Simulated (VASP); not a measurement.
# InF (zincblende type) (F-43m) in VASP: notebook

The runs below take InF (zincblende type) through single point, relaxation of cell and atoms, with PBE.

All numbers are computed with VASP 6.6.1; they aren't measurements. Logs are shortened: lines on timing, memory, paths and dates and some standing lists are left out, and cuts for length are marked.

### 1 The cell of the first run

It takes space group F-43m (No. 216, cubic). The conventional cell has a = 6.127 Å, b = 6.127 Å, c = 6.127 Å, α = 90.00°, β = 90.00°, γ = 90.00°. In (site symmetry -43m) has 4 F at 2.65 Å within 3.5 Å. F (site symmetry -43m) has 4 In at 2.65 Å within 3.5 Å.

### 2 Single point, PBE (volume scaled by 1.06)

File INCAR:

```
SYSTEM = InF
PREC = Accurate
ENCUT = 520
EDIFF = 1E-6
ISMEAR = -1
SIGMA = 0.05
LREAL = .False.
LASPH = .True.
NELM = 100
ALGO = Normal
ISIF = 2
LWAVE = .False.
LCHARG = .False.
GGA = PE
NBANDS = 17
```

File KPOINTS:

```
Automatic mesh
0
Gamma
  13 13 13
  0 0 0
```

File POSCAR:

```
InF
1.0
    0.0000000000      3.0634122134      3.0634122134
    3.0634122134      0.0000000000      3.0634122134
    3.0634122134      3.0634122134      0.0000000000
In F
1 1
Direct
    0.0000000000      0.0000000000      0.0000000000
    0.2500000000      0.2500000000      0.2500000000
```

Potentials or basis: VASP PAW PBE potentials, release 64 (In_d, F).

Launch:

```console
$ cat potpaw_PBE.64/In_d/POTCAR potpaw_PBE.64/F/POTCAR > POTCAR
$ mpirun -np 1 vasp_std > vasp.out
```

OUTCAR:

```text
SYSTEM = InF
   PREC = Accurate
   ENCUT = 520
   EDIFF = 1E-6
   ISMEAR = -1
   LREAL = .False.
   LASPH = .True.
   NELM = 100
   ISIF = 2
   GGA = PE

 ion  position               nearest neighbor table
   1  0.000  0.000  0.000-   2 2.65   2 2.65   2 2.65   2 2.65
   2  0.250  0.250  0.250-   1 2.65   1 2.65   1 2.65   1 2.65

  LATTYP: Found a face centered cubic cell.
 ALAT       =     6.1268244268

  Lattice vectors:

 A1 = (   0.0000000000,   3.0634122134,   3.0634122134)
 A2 = (   3.0634122134,   0.0000000000,   3.0634122134)
 A3 = (   3.0634122134,   3.0634122134,   0.0000000000)

Analysis of symmetry for initial positions (statically):
=====================================================================
 Subroutine PRICEL returns:
 Original cell was already a primitive cell.

 Routine SETGRP: Setting up the symmetry group for a
 face centered cubic supercell.

 Subroutine GETGRP returns: Found 24 space group operations
 (whereof 24 operations were pure point group operations)
 out of a pool of 48 trial point group operations.

The static configuration has the point symmetry T_d .

Analysis of symmetry for dynamics (positions and initial velocities):
=====================================================================
 Subroutine PRICEL returns:
 Original cell was already a primitive cell.

 Routine SETGRP: Setting up the symmetry group for a
 face centered cubic supercell.

 Subroutine GETGRP returns: Found 24 space group operations
 (whereof 24 operations were pure point group operations)
 out of a pool of 48 trial point group operations.

The dynamic configuration has the point symmetry T_d .

 Subroutine INISYM returns: Found 24 space group operations
 (whereof 24 operations are pure point group operations),
 and found     1 'primitive' translations

----------------------------------------------------------------------------------------

                                     Primitive cell

  volume of cell :      57.4971

  direct lattice vectors                    reciprocal lattice vectors
     0.000000000  3.063412213  3.063412213    -0.163216689  0.163216689  0.163216689
     3.063412213  0.000000000  3.063412213     0.163216689 -0.163216689  0.163216689
     3.063412213  3.063412213  0.000000000     0.163216689  0.163216689 -0.163216689

  length of vectors
     4.332319099  4.332319099  4.332319099     0.282699599  0.282699599  0.282699599

  position of ions in fractional coordinates (direct lattice)
     0.000000000  0.000000000  0.000000000
     0.250000000  0.250000000  0.250000000

  ion indices of the primitive-cell ions
   primitive index   ion index
                 1           1
                 2           2

----------------------------------------------------------------------------------------

 KPOINTS: Automatic mesh

Automatic generation of k-mesh.
 Grid dimensions read from file:
 generate k-points for:   13   13   13

 Generating k-lattice:

  Cartesian coordinates                     Fractional coordinates (reciprocal lattice)
    -0.012555130  0.012555130  0.012555130     0.076923077  0.000000000  0.000000000
     0.012555130 -0.012555130  0.012555130     0.000000000  0.076923077  0.000000000
     0.012555130  0.012555130 -0.012555130     0.000000000  0.000000000  0.076923077

  Length of vectors
     0.021746123  0.021746123  0.021746123

  Shift w.r.t. Gamma in fractional coordinates (k-lattice)
     0.000000000  0.000000000  0.000000000

 Subroutine IBZKPT returns following result:
 ===========================================

 Found     84 irreducible k-points:

 Following reciprocal coordinates:
            Coordinates               Weight
  0.000000  0.000000  0.000000      1.000000
  0.076923  0.000000  0.000000      8.000000
  0.153846  0.000000  0.000000      8.000000
  0.230769  0.000000  0.000000      8.000000
  0.307692  0.000000  0.000000      8.000000
  0.384615  0.000000  0.000000      8.000000
[... 16 lines left out ...]
  0.384615  0.153846  0.000000     24.000000
  0.461538  0.153846  0.000000     24.000000
 [... further k-points ...]
   k-points           NKPTS =     84   k-points in BZ     NKDIM =     84   number of bands    NBANDS=     17
   number of dos      NEDOS =    301   number of ions     NIONS =      2
   total plane-waves  NPLWV =  32768
   dimension x,y,z NGX =    32 NGY =   32 NGZ =   32
   dimension x,y,z NGXF=    64 NGYF=   64 NGZF=   64
   ions per type =               1   1
   NGX,Y,Z   is equivalent  to a cutoff of  12.28, 12.28, 12.28 a.u.
   NGXF,Y,Z  is equivalent  to a cutoff of  24.56, 24.56, 24.56 a.u.
 SYSTEM =  InF
   PREC   = accura    normal or accurate (medium, high low for compatibility)
   ISTART =      0    job   : 0-new  1-cont  2-samecut
   ICHARG =      2    charge: 1-file 2-atom 10-const
   ISPIN  =      1    spin polarized calculation?
   LNONCOLLINEAR =      F non collinear calculations
   LSORBIT =      F    spin-orbit coupling
   LASPH  =      T    aspherical Exc in radial PAW
   ENCUT  =  520.0 eV  38.22 Ry    6.18 a.u.   8.06  8.06  8.06*2*pi/ulx,y,z
   NELM   =    100;   NELMIN=  2; NELMDL= -5     # of ELM steps
   EDIFF  = 0.1E-05   stopping-criterion for ELM
   LREAL  =      F    real-space projection
   EDIFFG = 0.1E-04   stopping-criterion for IOM
   NSW    =      0    number of steps for IOM
   IBRION =     -1    ionic relax: 0-MD 1-quasi-New 2-CG
   NFREE  =      0    steps in history (QN), initial steepest desc. (CG)
   ISIF   =      2    stress and relaxation
   ISYM   =      2    0-nonsym 1-usesym 2-fastsym
   POTIM  = 0.5000    time-step for ionic-motion
   TEBEG  =    0.0;   TEEND  =   0.0 temperature during run
   PSTRESS=    0.0 pullay stress
   NELECT =      20.0000    total number of electrons
   NUPDOWN=      -1.0000    fix difference up-down
   EMIN   =  10.00;   EMAX   =-10.00  energy-range for DOS
   EFERMI =   0.00;   METHOD = LEGACY
   ISMEAR =    -1;   SIGMA  =   0.05  broadening in eV -4-tet -1-fermi 0-gaus
   EFERMI_NEDOS =   21; number of points for ismear=-14 and -15
   IALGO  =     38    algorithm
   IMIX   =      4    mixing-type and parameters
     AMIX     =   0.40;   BMIX     =  1.00
     AMIX_MAG =   1.60;   BMIX_MAG =  1.00
  volume/ion in A,a.u.               =      28.75       194.00
  Fermi-wavevector in a.u.,A,eV,Ry     =   1.151338  2.175713 18.035590  1.325578
  Thomas-Fermi vector in A             =   2.287996
   LORBIT       =      0    0 simple, 1 ext, 2 COOP (PROOUT), +10 PAW based schemes
   GGA     = PE    functional components
   LHFCALC =     F    Hartree Fock is set to
   AEXX    =    0.0000 exact exchange contribution
   IVDW    =     0    specifies the selected vdW correction
   LEPSILON=     F    determine dielectric tensor
   LRPA    =     F    only Hartree local field effects (RPA)
 non-spin polarized calculation
  energy-cutoff  :      520.00
  volume of cell :       57.50
 maximum number of plane-waves:      1566
   NGX = 17   NGY = 17   NGZ = 17

 number of electron      19.9999998 magnetization

 Free energy of the ion-electron system (eV)
  ---------------------------------------------------
  ext. energy  EPLUGINS =         0.00000000
  ---------------------------------------------------
  free energy    TOTEN  =        -7.42700611 eV

  energy without entropy =       -7.42700611  energy(sigma->0) =       -7.42700611

 E-fermi :   2.1457     XC(G=0):  -7.5801

 val. band max:        1.0368421132   @ k =  -0.4615   0.4615   0.0000
 cond. band min:       3.1789975145   @ k =  -0.4615   0.4615   0.0000
 fundamental gap:      2.1421554013
 Fermi energy:         2.1457125095

 k-point     1 :       0.0000    0.0000    0.0000
  band No.  band energies     occupation
      1     -20.4383      2.00000
      2     -12.1218      2.00000
      3     -12.1218      2.00000
      4     -12.1218      2.00000
      5     -12.0956      2.00000
      6     -12.0956      2.00000
[... 9 lines left out ...]
     16      13.0596      0.00000
     17      13.0596      0.00000

 k-point     2 :       0.0769    0.0000    0.0000
  band No.  band energies     occupation
      1     -20.4378      2.00000
      2     -12.1205      2.00000
      3     -12.1205      2.00000
      4     -12.1188      2.00000
      5     -12.0956      2.00000
      6     -12.0956      2.00000
[... 9 lines left out ...]
     16      12.9793      0.00000
     17      12.9793      0.00000

 k-point     3 :       0.1538    0.0000    0.0000
  band No.  band energies     occupation
      1     -20.4354      2.00000
      2     -12.1175      2.00000
      3     -12.1175      2.00000
      4     -12.1103      2.00000
      5     -12.0951      2.00000
      6     -12.0951      2.00000
[... 9 lines left out ...]
     16      12.7825      0.00000
     17      12.7825      0.00000

 k-point     4 :       0.2308    0.0000    0.0000
  band No.  band energies     occupation
      1     -20.4317      2.00000
      2     -12.1150      2.00000
      3     -12.1150      2.00000
      4     -12.0980      2.00000
      5     -12.0925      2.00000
      6     -12.0925      2.00000
[... 9 lines left out ...]
     16      12.5630      0.00000
     17      13.2576      0.00000

 k-point     5 :       0.3077    0.0000    0.0000
  band No.  band energies     occupation
      1     -20.4278      2.00000
      2     -12.1144      2.00000
      3     -12.1144      2.00000
      4     -12.0877      2.00000
      5     -12.0877      2.00000
      6     -12.0846      2.00000
[... 9 lines left out ...]
     16      12.3875      0.00000
     17      13.5257      0.00000

 k-point     6 :       0.3846    0.0000    0.0000
  band No.  band energies     occupation
      1     -20.4246      2.00000
      2     -12.1149      2.00000
      3     -12.1149      2.00000
      4     -12.0827      2.00000
      5     -12.0827      2.00000
      6     -12.0731      2.00000
[... 9 lines left out ...]
     16      12.2755      0.00000
     17      13.4041      0.00000
[... 281 lines left out ...]
 k-point    21 :       0.2308    0.1538    0.0000
  band No.  band energies     occupation
      1     -20.4314      2.00000
      2     -12.1112      2.00000
      3     -12.1080      2.00000
      4     -12.1045      2.00000
      5     -12.0977      2.00000
      6     -12.0903      2.00000
[... 9 lines left out ...]
     16      13.9592      0.00000
     17      14.0673      0.00000

 k-point    22 :       0.3077    0.1538    0.0000
  band No.  band energies     occupation
      1     -20.4281      2.00000
      2     -12.1111      2.00000
      3     -12.1061      2.00000
      4     -12.1000      2.00000
      5     -12.0870      2.00000
      6     -12.0862      2.00000
[... 9 lines left out ...]
     16      13.7690      0.00000
     17      13.9009      0.00000

 k-point    23 :       0.3846    0.1538    0.0000
  band No.  band energies     occupation
      1     -20.4248      2.00000
      2     -12.1125      2.00000
      3     -12.1063      2.00000
      4     -12.0949      2.00000
      5     -12.0817      2.00000
      6     -12.0737      2.00000
[... 9 lines left out ...]
     16      13.4106      0.00000
     17      14.0038      0.00000

 k-point    24 :       0.4615    0.1538    0.0000
  band No.  band energies     occupation
      1     -20.4223      2.00000
      2     -12.1140      2.00000
      3     -12.1073      2.00000
      4     -12.0898      2.00000
      5     -12.0791      2.00000
      6     -12.0630      2.00000
[... 9 lines left out ...]
     16      13.0738      0.00000
     17      14.2776      0.00000

 [... further k-points ...]
[... 5 lines left out ...]
  --------------------------------------------------------------------------------------
  -------------------------------------------------------------------------------------
  Total       -0.4459870     -0.4459870     -0.4459870      0.0000000     -0.0000000     -0.0000000
  in kB      -12.4275760    -12.4275760    -12.4275760      0.0000000     -0.0000000     -0.0000000
  external PRESSURE =     -12.4275760 kB  Pullay stress =       0.0000000 kB

 VOLUME and BASIS-vectors are now :
 -----------------------------------------------------------------------------
  energy-cutoff  :      520.00
  volume of cell :       57.50
      direct lattice vectors                 reciprocal lattice vectors
     0.000000000  3.063412213  3.063412213    -0.163216689  0.163216689  0.163216689
     3.063412213  0.000000000  3.063412213     0.163216689 -0.163216689  0.163216689
     3.063412213  3.063412213  0.000000000     0.163216689  0.163216689 -0.163216689

 POSITION                                       TOTAL-FORCE (eV/Angst)
 -----------------------------------------------------------------------------------
      0.00000      0.00000      0.00000         0.000000      0.000000      0.000000
      1.53171      1.53171      1.53171        -0.000000     -0.000000     -0.000000
 -----------------------------------------------------------------------------------
    total drift:                               -0.000000     -0.000000     -0.000000

  FREE ENERGIE OF THE ION-ELECTRON SYSTEM (eV)
  ---------------------------------------------------
  free  energy   TOTEN  =        -7.4270061060 eV

  energy  without entropy=       -7.4270061060  energy(sigma->0) =       -7.42700611
```

It took 96 s on 1 thread of AMD EPYC 7R43 (Zen 3), shared host; peak memory 0.19 GiB.

Results:

```
Free energy            : -7.4270 eV
Pressure               : -1.2 GPa
Band gap on the k mesh : 2.14 eV, direct
```

Caveat: the cell differs from its parent crystal (volume scaled by 1.06); spin-orbit coupling is left out, which moves the levels of the heavy elements.

### 3 Relaxation of cell and atoms, PBE

This run uses another cell than the first one, of 13.91 Å³/atom, 0.484 times its volume.

File INCAR:

```
PREC     = Accurate       # precision mode
ENCUT    = 600            # plane-wave cutoff, eV
EDIFF    = 1E-7           # SCF threshold, eV
ISMEAR   = -1             # smearing method
SIGMA    = 0.05           # smearing width, eV
LREAL    = F              # projectors in reciprocal space
LASPH    = T              # aspherical terms in the spheres
NELM     = 60             # most SCF steps
ALGO     = Normal         # electronic algorithm
ISIF     = 3              # what is computed and relaxed
LWAVE    = F              # write WAVECAR
LCHARG   = F              # write CHGCAR
GGA      = PE             # functional
IBRION   = 2              # ionic algorithm
NSW      = 100            # ionic steps
EDIFFG   = -0.005         # ionic threshold
```

File KPOINTS:

```
regular mesh
0
Gamma
  13 13 13
```

File POSCAR:

```
InF
1.0
    0.0000000000      2.4049482736      2.4049482736
    2.4049482736      0.0000000000      2.4049482736
    2.4049482736      2.4049482736      0.0000000000
In F
1 1
Direct
    0.0000000000      0.0000000000      0.0000000000
    0.2500000000      0.2500000000      0.2500000000
```

Potentials or basis: VASP PAW PBE potentials, release 64 (In_d, F).

Launch:

```console
$ cat potpaw_PBE.64/In_d/POTCAR potpaw_PBE.64/F/POTCAR > POTCAR
$ mpirun -np 1 vasp_std > vasp.out
```

It took 5.2 min on 1 thread of AMD EPYC 7R43 (Zen 3), shared host; peak memory 0.15 GiB.

It converged, with:

```
Free energy                            : -7.2762 eV
Relaxed volume                         : 24.46 Å³/atom
Relaxed cell                           : a = 4.105 Å, b = 4.105 Å, c = 4.105 Å, α = 60.00°, β = 60.00°, γ = 60.00°
Space group after relaxing (to 0.05 Å) : F-43m (No. 216)
Energy gained by relaxing              : 1309.0 meV/atom
Ionic steps                            : 7
Pressure after relaxing                : 0.0 GPa
Band gap on the k mesh                 : 1.48 eV, direct
```

The path:
| step | energy change (eV) | largest force (eV/Å) | pressure (GPa) | volume (Å³) |
| --- | --- | --- | --- | --- |
| 1 | 0.0000 | 0.0000 | 60.03 | 27.82 |
| 2 | -2.5236 | 0.0000 | -5.21 | 54.52 |
| 3 | -2.6091 | 0.0000 | 1.78 | 47.28 |
| 4 | -2.6181 | 0.0000 | 0.04 | 48.88 |
| 5 | -2.6174 | 0.0000 | -0.48 | 49.38 |
| 6 | -2.6181 | 0.0000 | 0.06 | 48.86 |
| 7 | -2.6181 | 0.0000 | -0.01 | 48.92 |

Final structure:
```
In F
1.0
     0.00000    2.90277    2.90277
     2.90277    0.00000    2.90277
     2.90277    2.90277    0.00000
In F
1 1
Direct
  0.00000 0.00000 0.00000
  0.25000 0.25000 0.25000
```

Levels at points of the mesh, in eV from the valence-band top:
```tsv
k point	band 8	band 9	band 10	band 11	band 12	band 13
(0.00, 0.00, 0.00)	-4.11	-4.11	-4.11	6.52	6.52	6.52
```

Caveat: the volume moved by over 15 % at a fixed basis, so the end points are rough; spin-orbit coupling is left out, which moves the levels of the heavy elements.
